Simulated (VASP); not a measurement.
# PbS (Cmcm) in VASP: single point with PBEsol

Aim: the single point of PbS with PBEsol.

Program: VASP 6.6.1. These are calculated values, not measurements. Logs are shortened: lines on timing, memory, paths and dates and some standing lists are left out, and cuts for length are marked.

### Step 1. The cell of the first run

The structure is orthorhombic, space group Cmcm (No. 63). The conventional cell has a = 4.160 Å, b = 11.983 Å, c = 4.279 Å, α = 90.00°, β = 90.00°, γ = 90.00°. Within 3.5 Å of Pb (site symmetry m2m) lie 5 S at 2.69 to 2.99 Å. Within 3.5 Å of S (site symmetry m2m) lie 5 Pb at 2.69 to 2.99 Å.

### Step 2. Single point, PBEsol

POSCAR reads:

```
PbS
1.0
    2.0799526900     -5.9912968600      0.0000000000
    2.0799526900      5.9912968600      0.0000000000
    0.0000000000      0.0000000000      4.2793209400
Pb S
2 2
Direct
    0.8694366500      0.1305633500      0.7500000000
    0.1305633500      0.8694366500      0.2500000000
    0.6452029100      0.3547970900      0.7500000000
    0.3547970900      0.6452029100      0.2500000000
```

INCAR.step1 reads:

```
SYSTEM = PbS
PREC     = Accurate       ! precision mode
ENCUT    = 520            ! plane-wave cutoff, eV
EDIFF    = 1E-7           ! SCF threshold, eV
ISMEAR   = 0              ! smearing method
SIGMA    = 0.01           ! smearing width, eV
LREAL    = .False.        ! projectors in reciprocal space
LASPH    = .True.         ! aspherical terms in the spheres
NELM     = 80             ! most SCF steps
ALGO     = Normal         ! electronic algorithm
ISIF     = 2              ! what is computed and relaxed
LWAVE    = .False.        ! write WAVECAR
LCHARG   = .True.         ! write CHGCAR
GGA      = PS             ! functional
NBANDS   = 28             ! bands
```

KPOINTS.step1 reads:

```
regular mesh
0
Gamma
  6 6 6
  0 0 0
```

INCAR.step2 reads:

```
SYSTEM = PbS
PREC     = Accurate       ! precision mode
ENCUT    = 520            ! plane-wave cutoff, eV
EDIFF    = 1E-7           ! SCF threshold, eV
ISMEAR   = -5             ! smearing method
SIGMA    = 0.01           ! smearing width, eV
LREAL    = .False.        ! projectors in reciprocal space
LASPH    = .True.         ! aspherical terms in the spheres
NELM     = 80             ! most SCF steps
ALGO     = Normal         ! electronic algorithm
ISIF     = 2              ! what is computed and relaxed
LWAVE    = .False.        ! write WAVECAR
LCHARG   = .False.        ! write CHGCAR
GGA      = PS             ! functional
LORBIT   = 11             ! projections on sites
NBANDS   = 28             ! bands
NEDOS    = 2001           ! points of the DOS
ICHARG   = 11             ! starting density
```

KPOINTS.step2 reads:

```
regular mesh
0
Gamma
  9 9 9
  0 0 0
```

Potentials or basis: VASP PAW PBE potentials, release 64 (Pb_d, S).

The run is started by

```console
$ cat potpaw_PBE.64/Pb_d/POTCAR potpaw_PBE.64/S/POTCAR > POTCAR
$ cp INCAR.step1 INCAR
$ cp KPOINTS.step1 KPOINTS
$ mpirun -np 1 vasp_std > vasp.out
$ cp INCAR.step2 INCAR
$ cp KPOINTS.step2 KPOINTS
$ mpirun -np 1 vasp_std > vasp.out
```

OUTCAR:

```text
SYSTEM = PbS
   PREC = Accurate
   ENCUT = 520
   EDIFF = 1E-7
   ISMEAR = -5
   LREAL = .False.
   LASPH = .True.
   NELM = 80
   ISIF = 2
   GGA = PS
   LORBIT = 11
   ICHARG = 11

 ion  position               nearest neighbor table
   1  0.869  0.131  0.750-   3 2.69   4 2.99   4 2.99   4 2.99   4 2.99   2 3.79   2 3.79   2 4.13
                             2 4.13   2 4.13   2 4.13
   2  0.131  0.869  0.250-   4 2.69   3 2.99   3 2.99   3 2.99   3 2.99   1 3.79   1 3.79   1 4.13
                             1 4.13   1 4.13   1 4.13
   3  0.645  0.355  0.750-   1 2.69   2 2.99   2 2.99   2 2.99   2 2.99
   4  0.355  0.645  0.250-   2 2.69   1 2.99   1 2.99   1 2.99   1 2.99

  LATTYP: Found a base centered orthorhombic cell.
 ALAT       =     4.1599053800
 B/A-ratio  =     2.8804967001
 C/A-ratio  =     1.0287063164

  Lattice vectors:

 A1 = (   2.0799526900,  -5.9912968600,   0.0000000000)
 A2 = (   2.0799526900,   5.9912968600,   0.0000000000)
 A3 = (   0.0000000000,   0.0000000000,   4.2793209400)

Analysis of symmetry for initial positions (statically):
=====================================================================
 Subroutine PRICEL returns:
 Original cell was already a primitive cell.

 Routine SETGRP: Setting up the symmetry group for a
 base centered orthorhombic supercell.

 Subroutine GETGRP returns: Found  8 space group operations
 (whereof  4 operations were pure point group operations)
 out of a pool of  8 trial point group operations.

The static configuration has the point symmetry C_2h.
 The point group associated with its full space group is D_2h.

Analysis of symmetry for dynamics (positions and initial velocities):
=====================================================================
 Subroutine PRICEL returns:
 Original cell was already a primitive cell.

 Routine SETGRP: Setting up the symmetry group for a
 base centered orthorhombic supercell.

 Subroutine GETGRP returns: Found  8 space group operations
 (whereof  4 operations were pure point group operations)
 out of a pool of  8 trial point group operations.

The dynamic configuration has the point symmetry C_2h.
 The point group associated with its full space group is D_2h.

 Subroutine INISYM returns: Found  8 space group operations
 (whereof  4 operations are pure point group operations),
 and found     1 'primitive' translations

----------------------------------------------------------------------------------------
[... 107 lines left out ...]
   POTIM  = 0.5000    time-step for ionic-motion
   TEBEG  =    0.0;   TEEND  =   0.0 temperature during run
   PSTRESS=    0.0 pullay stress
   NELECT =      40.0000    total number of electrons
   NUPDOWN=      -1.0000    fix difference up-down
   EMIN   =  10.00;   EMAX   =-10.00  energy-range for DOS
   EFERMI =   0.00;   METHOD = LEGACY
   ISMEAR =    -5;   SIGMA  =   0.01  broadening in eV -4-tet -1-fermi 0-gaus
   EFERMI_NEDOS =   21; number of points for ismear=-14 and -15
   IALGO  =     38    algorithm
   IMIX   =      4    mixing-type and parameters
     AMIX     =   0.40;   BMIX     =  1.00
     AMIX_MAG =   1.60;   BMIX_MAG =  1.00
  volume/ion in A,a.u.               =      26.66       179.94
  Fermi-wavevector in a.u.,A,eV,Ry     =   1.180597  2.231005 18.963935  1.393810
  Thomas-Fermi vector in A             =   2.316887
   LORBIT       =     11    0 simple, 1 ext, 2 COOP (PROOUT), +10 PAW based schemes
   GGA     = PS    functional components
   LHFCALC =     F    Hartree Fock is set to
   AEXX    =    0.0000 exact exchange contribution
   IVDW    =     0    specifies the selected vdW correction
   LEPSILON=     F    determine dielectric tensor
   LRPA    =     F    only Hartree local field effects (RPA)
 non-spin polarized calculation
 Fermi weights with tetrahedron method with Bloechl corrections
  energy-cutoff  :      520.00
  volume of cell :      106.65
 maximum number of plane-waves:      2890

 number of electron      40.0000007 magnetization

 Free energy of the ion-electron system (eV)
  ---------------------------------------------------
  ext. energy  EPLUGINS =         0.00000000
  ---------------------------------------------------
  free energy    TOTEN  =       -18.74588635 eV

  energy without entropy =      -18.74588635  energy(sigma->0) =      -18.74588635

 E-fermi :   4.7565     XC(G=0):  -9.7807

 val. band max:        4.7516928340   @ k =  -0.1111   0.1111   0.4444
 cond. band min:       5.8851626373   @ k =   0.4444   0.4444   0.0000
 fundamental gap:      1.1334698033
 Fermi energy:         4.7565397768

 k-point     1 :       0.0000    0.0000    0.0000
  band No.  band energies     occupation
      1     -11.5263      2.00000
      2     -11.4223      2.00000
      3     -11.4112      2.00000
      4     -11.4093      2.00000
      5     -11.3764      2.00000
      6     -11.3748      2.00000
[... 733 lines left out ...]
     27      10.9600      0.00000
     28      12.5147      0.00000

 [... further k-points ...]

------------------------ aborting loop because EDIFF is reached ----------------------------------------

  FORCE on cell =-STRESS in cart. coord.  units (eV):
  Direction    XX          YY          ZZ          XY          YZ          ZX
  --------------------------------------------------------------------------------------
  -------------------------------------------------------------------------------------
  Total       -1.3186780     -1.0434219     -1.4380061      0.0000000      0.0000000      0.0000000
  in kB      -19.8093487    -15.6744171    -21.6019101      0.0000000      0.0000000      0.0000000
  external PRESSURE =     -19.0285586 kB  Pullay stress =       0.0000000 kB

 VOLUME and BASIS-vectors are now :
 -----------------------------------------------------------------------------
  energy-cutoff  :      520.00
  volume of cell :      106.65
      direct lattice vectors                 reciprocal lattice vectors
     2.079952690 -5.991296860  0.000000000     0.240390083 -0.083454386  0.000000000
     2.079952690  5.991296860  0.000000000     0.240390083  0.083454386  0.000000000
     0.000000000  0.000000000  4.279320940     0.000000000  0.000000000  0.233681936

 POSITION                                       TOTAL-FORCE (eV/Angst)
 -----------------------------------------------------------------------------------
      2.07995     -4.42681      3.20949         0.000000      0.034527     -0.000000
      2.07995      4.42681      1.06983         0.000000     -0.034527      0.000000
      2.07995     -1.73991      3.20949         0.000000      0.015143      0.000000
      2.07995      1.73991      1.06983         0.000000     -0.015143     -0.000000
 -----------------------------------------------------------------------------------
    total drift:                               -0.000000     -0.000000      0.000000

  FREE ENERGIE OF THE ION-ELECTRON SYSTEM (eV)
  ---------------------------------------------------
  free  energy   TOTEN  =       -18.7458863497 eV

  energy  without entropy=      -18.7458863497  energy(sigma->0) =      -18.74588635

 total charge

# of ion       s       p       d       tot
------------------------------------------
    1        1.444   0.552   9.842  11.837
    2        1.444   0.552   9.842  11.837
    3        1.345   2.312   0.000   3.657
    4        1.345   2.312   0.000   3.657
--------------------------------------------------
tot          5.577   5.727  19.684  30.989
```

OUTCAR.step1:

```text
SYSTEM = PbS
   PREC = Accurate
   ENCUT = 520
   EDIFF = 1E-7
   ISMEAR = 0
   LREAL = .False.
   LASPH = .True.
   NELM = 80
[... 977 lines left out ...]
      2.07995      4.42681      1.06983         0.000000     -0.036594      0.000000
      2.07995     -1.73991      3.20949         0.000000      0.021247      0.000000
      2.07995      1.73991      1.06983         0.000000     -0.021247      0.000000
 -----------------------------------------------------------------------------------
    total drift:                               -0.000000     -0.000000      0.000000

  FREE ENERGIE OF THE ION-ELECTRON SYSTEM (eV)
  ---------------------------------------------------
  free  energy   TOTEN  =       -18.7481742074 eV

  energy  without entropy=      -18.7481742074  energy(sigma->0) =      -18.74817421
```

Wall time 10 min (1 thread of Intel Xeon 8259CL, shared host); peak memory 0.46 GiB.

Results:

```yaml
Valence_electrons_inside_the_program's_atomic_spheres: Pb 11.84; S 3.66
```

Caveat: the PAW data sets were made with another functional, which shifts forces and pressure a little; spin-orbit coupling is left out, which moves the levels of the heavy elements.
